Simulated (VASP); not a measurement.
# Ga2Si3 (R-3c) in VASP: further runs

Runs on Ga2Si3. Level: PBE. Tasks: single point.

Program: VASP 6.6.1. These are calculated values, not measurements. Logs are shortened: lines on timing, memory, paths and dates and some standing lists are left out, and cuts for length are marked.

## Step 1: The cell of the first run

The structure is trigonal, space group R-3c (No. 167). The conventional cell has a = 6.386 Å, b = 6.386 Å, c = 15.380 Å, α = 90.00°, β = 90.00°, γ = 120.00°. Ga (site symmetry 3) has 6 Si at 2.54 to 2.81 Å and 1 Ga at 2.88 Å within 3.3 Å. Within 3.3 Å of Si (site symmetry 2) lie 4 Si at 2.53 to 3.17 Å and 4 Ga at 2.54 to 2.81 Å.

## Step 2: Single point, PBE

File INCAR:

```
PREC = Accurate
ENCUT = 520
EDIFF = 1E-7
ISMEAR = 0
SIGMA = 0.1
LREAL = False
LASPH = True
NELM = 100
ALGO = Normal
ISIF = 2
LWAVE = False
LCHARG = True
GGA = PE
LELF = True
LVHAR = True
NBANDS = 49
```

File KPOINTS:

```
regular mesh
0
Gamma
  6 6 6
```

File POSCAR:

```
Ga2Si3
1.0
    3.1932178781      1.8436052015      5.1267445947
   -3.1932178781      1.8436052015      5.1267445947
    0.0000000000     -3.6872104030      5.1267445947
Ga Si
4 6
Direct
    0.9062911497      0.9062911497      0.9062911497
    0.5937088503      0.5937088503      0.5937088503
    0.0937088503      0.0937088503      0.0937088503
    0.4062911497      0.4062911497      0.4062911497
   -0.0217015207      0.5217015207      0.7500000000
    0.7500000000     -0.0217015207      0.5217015207
    0.5217015207      0.7500000000     -0.0217015207
    1.0217015207      0.4782984793      0.2500000000
    0.2500000000      1.0217015207      0.4782984793
    0.4782984793      0.2500000000      1.0217015207
```

Potentials or basis: VASP PAW PBE potentials, release 64 (Ga_d, Si).

On the command line:

```console
$ cat potpaw_PBE.64/Ga_d/POTCAR potpaw_PBE.64/Si/POTCAR > POTCAR
$ mpirun -np 1 vasp_std > vasp.out
```

OUTCAR:

```text
PREC = Accurate
   ENCUT = 520
   EDIFF = 1E-7
   ISMEAR = 0
   LREAL = False
   LASPH = True
   NELM = 100
   ISIF = 2
   GGA = PE

 ion  position               nearest neighbor table
   1  0.906  0.906  0.906-   9 2.54   8 2.54  10 2.54   7 2.81   6 2.81   5 2.81   3 2.88
   2  0.594  0.594  0.594-  10 2.54   8 2.54   9 2.54   7 2.81   6 2.81   5 2.81   4 2.88
   3  0.094  0.094  0.094-   6 2.54   5 2.54   7 2.54   9 2.81  10 2.81   8 2.81   1 2.88
   4  0.406  0.406  0.406-   7 2.54   5 2.54   6 2.54   9 2.81  10 2.81   8 2.81   2 2.88
   5  0.978  0.522  0.750-   6 2.53   7 2.53   3 2.54   4 2.54   1 2.81   2 2.81
   6  0.750  0.978  0.522-   7 2.53   5 2.53   3 2.54   4 2.54   1 2.81   2 2.81
   7  0.522  0.750  0.978-   6 2.53   5 2.53   4 2.54   3 2.54   1 2.81   2 2.81
   8  0.022  0.478  0.250-   9 2.53  10 2.53   1 2.54   2 2.54   3 2.81   4 2.81
   9  0.250  0.022  0.478-  10 2.53   8 2.53   1 2.54   2 2.54   3 2.81   4 2.81
  10  0.478  0.250  0.022-   9 2.53   8 2.53   2 2.54   1 2.54   3 2.81   4 2.81

  LATTYP: Found a trigonal (rhomboedric) cell.
 ALAT       =     6.3149846156
 COS(alpha) =     0.4886214515

  Lattice vectors:

 A1 = (   3.1932178781,   1.8436052015,   5.1267445947)
 A2 = (  -3.1932178781,   1.8436052015,   5.1267445947)
 A3 = (   0.0000000000,  -3.6872104030,   5.1267445947)

Analysis of symmetry for initial positions (statically):
=====================================================================
 Subroutine PRICEL returns:
 Original cell was already a primitive cell.

 Routine SETGRP: Setting up the symmetry group for a
 trigonal (rhombohedral) supercell.

 Subroutine GETGRP returns: Found 12 space group operations
 (whereof  6 operations were pure point group operations)
 out of a pool of 12 trial point group operations.

The static configuration has the point symmetry S_6 .
 The point group associated with its full space group is D_3d.

Analysis of symmetry for dynamics (positions and initial velocities):
=====================================================================
 Subroutine PRICEL returns:
 Original cell was already a primitive cell.

 Routine SETGRP: Setting up the symmetry group for a
 trigonal (rhombohedral) supercell.

 Subroutine GETGRP returns: Found 12 space group operations
 (whereof  6 operations were pure point group operations)
 out of a pool of 12 trial point group operations.

The dynamic configuration has the point symmetry S_6 .
 The point group associated with its full space group is D_3d.

 Subroutine INISYM returns: Found 12 space group operations
 (whereof  6 operations are pure point group operations),
 and found     1 'primitive' translations

----------------------------------------------------------------------------------------

                                     Primitive cell

  volume of cell :     181.0879

  direct lattice vectors                    reciprocal lattice vectors
     3.193217878  1.843605201  5.126744595     0.156581862  0.090402580  0.065018518
    -3.193217878  1.843605201  5.126744595    -0.156581862  0.090402580  0.065018518
     0.000000000 -3.687210403  5.126744595     0.000000000 -0.180805160  0.065018518

  length of vectors
     6.314984616  6.314984616  6.314984616     0.192140348  0.192140348  0.192140348

  position of ions in fractional coordinates (direct lattice)
     0.906291150  0.906291150  0.906291150
     0.593708850  0.593708850  0.593708850
     0.093708850  0.093708850  0.093708850
     0.406291150  0.406291150  0.406291150
     0.978298479  0.521701521  0.750000000
     0.750000000  0.978298479  0.521701521
     0.521701521  0.750000000  0.978298479
     0.021701521  0.478298479  0.250000000
     0.250000000  0.021701521  0.478298479
     0.478298479  0.250000000  0.021701521

  ion indices of the primitive-cell ions
   primitive index   ion index
                 1           1
                 2           2
                 3           3
                 4           4
                 5           5
                 6           6
                 7           7
                 8           8
                 9           9
                10          10

----------------------------------------------------------------------------------------

 KPOINTS: regular mesh

Automatic generation of k-mesh.
 Grid dimensions read from file:
 generate k-points for:    6    6    6

 Generating k-lattice:

  Cartesian coordinates                     Fractional coordinates (reciprocal lattice)
     0.026096977  0.015067097  0.010836420     0.166666667  0.000000000 -0.000000000
    -0.026096977  0.015067097  0.010836420     0.000000000  0.166666667 -0.000000000
     0.000000000 -0.030134193  0.010836420    -0.000000000 -0.000000000  0.166666667

  Length of vectors
     0.032023391  0.032023391  0.032023391

  Shift w.r.t. Gamma in fractional coordinates (k-lattice)
     0.000000000  0.000000000  0.000000000

 Subroutine IBZKPT returns following result:
 ===========================================

 Found     32 irreducible k-points:

 Following reciprocal coordinates:
            Coordinates               Weight
  0.000000  0.000000  0.000000      1.000000
  0.166667 -0.000000 -0.000000      6.000000
  0.333333 -0.000000  0.000000      6.000000
  0.500000  0.000000  0.000000      3.000000
  0.166667  0.166667 -0.000000      6.000000
  0.333333  0.166667  0.000000     12.000000
[... 16 lines left out ...]
  0.500000  0.500000  0.166667      6.000000
 -0.333333  0.500000  0.166667     12.000000
 [... further k-points ...]
   k-points           NKPTS =     32   k-points in BZ     NKDIM =     32   number of bands    NBANDS=     49
   number of dos      NEDOS =    301   number of ions     NIONS =     10
   total plane-waves  NPLWV = 110592
   dimension x,y,z NGX =    48 NGY =   48 NGZ =   48
   dimension x,y,z NGXF=    96 NGYF=   96 NGZF=   96
   ions per type =               4   6
   NGX,Y,Z   is equivalent  to a cutoff of  12.64, 12.64, 12.64 a.u.
   NGXF,Y,Z  is equivalent  to a cutoff of  25.27, 25.27, 25.27 a.u.
 SYSTEM =  unknown system
   PREC   = accura    normal or accurate (medium, high low for compatibility)
   ISTART =      0    job   : 0-new  1-cont  2-samecut
   ICHARG =      2    charge: 1-file 2-atom 10-const
   ISPIN  =      1    spin polarized calculation?
   LNONCOLLINEAR =      F non collinear calculations
   LSORBIT =      F    spin-orbit coupling
   LASPH  =      T    aspherical Exc in radial PAW
   ENCUT  =  520.0 eV  38.22 Ry    6.18 a.u.  11.74 11.74 11.74*2*pi/ulx,y,z
   NELM   =    100;   NELMIN=  2; NELMDL= -5     # of ELM steps
   EDIFF  = 0.1E-06   stopping-criterion for ELM
   LREAL  =      F    real-space projection
   EDIFFG = 0.1E-05   stopping-criterion for IOM
   NSW    =      0    number of steps for IOM
   IBRION =     -1    ionic relax: 0-MD 1-quasi-New 2-CG
   NFREE  =      0    steps in history (QN), initial steepest desc. (CG)
   ISIF   =      2    stress and relaxation
   ISYM   =      2    0-nonsym 1-usesym 2-fastsym
   POTIM  = 0.5000    time-step for ionic-motion
   TEBEG  =    0.0;   TEEND  =   0.0 temperature during run
   PSTRESS=    0.0 pullay stress
   NELECT =      76.0000    total number of electrons
   NUPDOWN=      -1.0000    fix difference up-down
   EMIN   =  10.00;   EMAX   =-10.00  energy-range for DOS
   EFERMI =   0.00;   METHOD = LEGACY
   ISMEAR =     0;   SIGMA  =   0.10  broadening in eV -4-tet -1-fermi 0-gaus
   EFERMI_NEDOS =   21; number of points for ismear=-14 and -15
   IALGO  =     38    algorithm
   IMIX   =      4    mixing-type and parameters
     AMIX     =   0.40;   BMIX     =  1.00
     AMIX_MAG =   1.60;   BMIX_MAG =  1.00
  volume/ion in A,a.u.               =      18.11       122.20
  Fermi-wavevector in a.u.,A,eV,Ry     =   1.225696  2.316230 20.440461  1.502332
  Thomas-Fermi vector in A             =   2.360725
   LORBIT       =      0    0 simple, 1 ext, 2 COOP (PROOUT), +10 PAW based schemes
   GGA     = PE    functional components
   LHFCALC =     F    Hartree Fock is set to
   AEXX    =    0.0000 exact exchange contribution
   IVDW    =     0    specifies the selected vdW correction
   LEPSILON=     F    determine dielectric tensor
   LRPA    =     F    only Hartree local field effects (RPA)
 non-spin polarized calculation
 Gauss-broadening in eV      SIGMA  =   0.10
  energy-cutoff  :      520.00
  volume of cell :      181.09
 maximum number of plane-waves:      4903
   NGX = 23   NGY = 23   NGZ = 23

 number of electron      76.0000020 magnetization

 Free energy of the ion-electron system (eV)
  ---------------------------------------------------
  ext. energy  EPLUGINS =         0.00000000
  ---------------------------------------------------
  free energy    TOTEN  =       -40.04923529 eV

  energy without entropy =      -40.03189283  energy(sigma->0) =      -40.04056406

 E-fermi :   6.6579     XC(G=0): -10.5372

 val. band max:        6.6362385615   @ k =   0.3333   0.3333   0.0000
 cond. band min:       6.6687260248   @ k =  -0.3333   0.3333   0.3333
 fundamental gap:      0.0324874633
 Fermi energy:         6.6579156257

 k-point     1 :       0.0000    0.0000    0.0000
  band No.  band energies     occupation
      1      -8.2925      2.00000
      2      -8.2700      2.00000
      3      -8.2343      2.00000
      4      -8.2343      2.00000
      5      -8.2068      2.00000
      6      -8.2053      2.00000
[... 41 lines left out ...]
     48      12.0337      0.00000
     49      12.0338      0.00000

 k-point     2 :       0.1667   -0.0000   -0.0000
  band No.  band energies     occupation
      1      -8.2930      2.00000
      2      -8.2744      2.00000
      3      -8.2323      2.00000
      4      -8.2317      2.00000
      5      -8.2081      2.00000
      6      -8.2072      2.00000
[... 1136 lines left out ...]
 k-point    24 :      -0.3333    0.5000    0.1667
  band No.  band energies     occupation
      1      -8.2973      2.00000
      2      -8.2911      2.00000
      3      -8.2264      2.00000
      4      -8.2228      2.00000
      5      -8.2213      2.00000
      6      -8.2177      2.00000
[... 41 lines left out ...]
     48      10.4404      0.00000
     49      10.8943      0.00000

 [... further k-points ...]

------------------------ aborting loop because EDIFF is reached ----------------------------------------

  FORCE on cell =-STRESS in cart. coord.  units (eV):
  Direction    XX          YY          ZZ          XY          YZ          ZX
  --------------------------------------------------------------------------------------
  -------------------------------------------------------------------------------------
  Total        0.1680853      0.1680853      0.2067504      0.0000000     -0.0000000      0.0000000
  in kB        1.4871364      1.4871364      1.8292263      0.0000000     -0.0000000      0.0000000
  external PRESSURE =       1.6011663 kB  Pullay stress =       0.0000000 kB

 VOLUME and BASIS-vectors are now :
 -----------------------------------------------------------------------------
  energy-cutoff  :      520.00
  volume of cell :      181.09
      direct lattice vectors                 reciprocal lattice vectors
     3.193217878  1.843605201  5.126744595     0.156581862  0.090402580  0.065018518
    -3.193217878  1.843605201  5.126744595    -0.156581862  0.090402580  0.065018518
     0.000000000 -3.687210403  5.126744595     0.000000000 -0.180805160  0.065018518

 POSITION                                       TOTAL-FORCE (eV/Angst)
 -----------------------------------------------------------------------------------
      0.00000      0.00000     13.93897         0.000000     -0.000000      0.007892
      0.00000      0.00000      9.13138         0.000000     -0.000000     -0.007892
      0.00000      0.00000      1.44126         0.000000     -0.000000     -0.007892
      0.00000      0.00000      6.24885         0.000000     -0.000000      0.007892
      1.45801      0.00000     11.53518         0.001807     -0.000000     -0.000000
     -0.72901      1.26268     11.53518        -0.000903      0.001565     -0.000000
     -0.72901     -1.26268     11.53518        -0.000903     -0.001565     -0.000000
     -1.45801      0.00000      3.84506        -0.001807     -0.000000      0.000000
      0.72901     -1.26268      3.84506         0.000903     -0.001565     -0.000000
      0.72901      1.26268      3.84506         0.000903      0.001565     -0.000000
 -----------------------------------------------------------------------------------
    total drift:                                0.000000      0.000000     -0.000000

  FREE ENERGIE OF THE ION-ELECTRON SYSTEM (eV)
  ---------------------------------------------------
  free  energy   TOTEN  =       -40.0492352853 eV

  energy  without entropy=      -40.0318928336  energy(sigma->0) =      -40.04056406
```

Run time: 9.1 min. Hardware: 1 thread of Intel Xeon 8259CL, shared host; peak memory 0.45 GiB.

What came out:

```
Free energy            : -40.0492 eV
Pressure               : 0.2 GPa
Largest force          : 0.008 eV/Å
Band gap on the k mesh : zero (bands 38 and 39 overlap by 1.65 eV)
```

Forces in eV/Å, atoms in the order of the input:
```
Ga   0.000  0.000  0.008
Ga   0.000  0.000 -0.008
Ga   0.000  0.000 -0.008
Ga   0.000  0.000  0.008
Si   0.002  0.000  0.000
Si  -0.001  0.002  0.000
Si  -0.001 -0.002  0.000
Si  -0.002  0.000  0.000
Si   0.001 -0.002  0.000
Si   0.001  0.002  0.000
```

## Step 3: Single point, PBE

This run uses another cell than the first one, of 18.15 Å³/atom.

INCAR is that of step 2.

KPOINTS is that of step 2.

File POSCAR:

```
Ga2Si3
1.0
    3.1944068204      1.8442916377      5.1340706711
   -3.1944068204      1.8442916377      5.1340706711
    0.0000000000     -3.6885832753      5.1340706711
Ga Si
4 6
Direct
    0.9063069518      0.9063069518      0.9063069518
    0.5936930482      0.5936930482      0.5936930482
    0.0936930482      0.0936930482      0.0936930482
    0.4063069518      0.4063069518      0.4063069518
    0.9782990115      0.5217009885      0.7500000000
    0.7500000000      0.9782990115      0.5217009885
    0.5217009885      0.7500000000      0.9782990115
    0.0217009885      0.4782990115      0.2500000000
    0.2500000000      0.0217009885      0.4782990115
    0.4782990115      0.2500000000      0.0217009885
```

Potentials or basis: VASP PAW PBE potentials, release 64 (Ga_d, Si).

On the command line:

```console
$ cat potpaw_PBE.64/Ga_d/POTCAR potpaw_PBE.64/Si/POTCAR > POTCAR
$ mpirun -np 1 vasp_std > vasp.out
```

Run time: 8.9 min. Hardware: 1 thread of Intel Xeon 8259CL, shared host; peak memory 0.45 GiB.

Results (log left out):

| Item | Value |
| --- | --- |
| Free energy | -40.0495 eV |
| Pressure | 0.0 GPa |
| Largest force | 0.004 eV/Å |
| Band gap on the k mesh | zero (bands 38 and 39 overlap by 1.64 eV) |

Forces on the atoms (eV/Å):
```
Ga   0.000  0.000  0.003
Ga   0.000  0.000 -0.003
Ga   0.000  0.000 -0.003
Ga   0.000  0.000  0.003
Si  -0.004  0.000  0.000
Si   0.002 -0.003  0.000
Si   0.002  0.003  0.000
Si   0.004  0.000  0.000
Si  -0.002  0.003  0.000
Si  -0.002 -0.003  0.000
```

Levels at points of the mesh, in eV from the Fermi level:
```tsv
k point	band 36	band 37	band 38	band 39	band 40	band 41
(0.00, 0.00, 0.00)	1.25	1.25	1.36	1.53	1.53	1.53
(0.50, 0.00, 0.00)	-1.11	-0.44	-0.44	0.22	0.22	0.87
(0.50, 0.50, 0.00)	-1.51	-1.37	-0.74	-0.28	0.01	0.11
(0.50, 0.50, 0.50)	-0.89	0.43	0.43	0.43	0.43	1.06
```
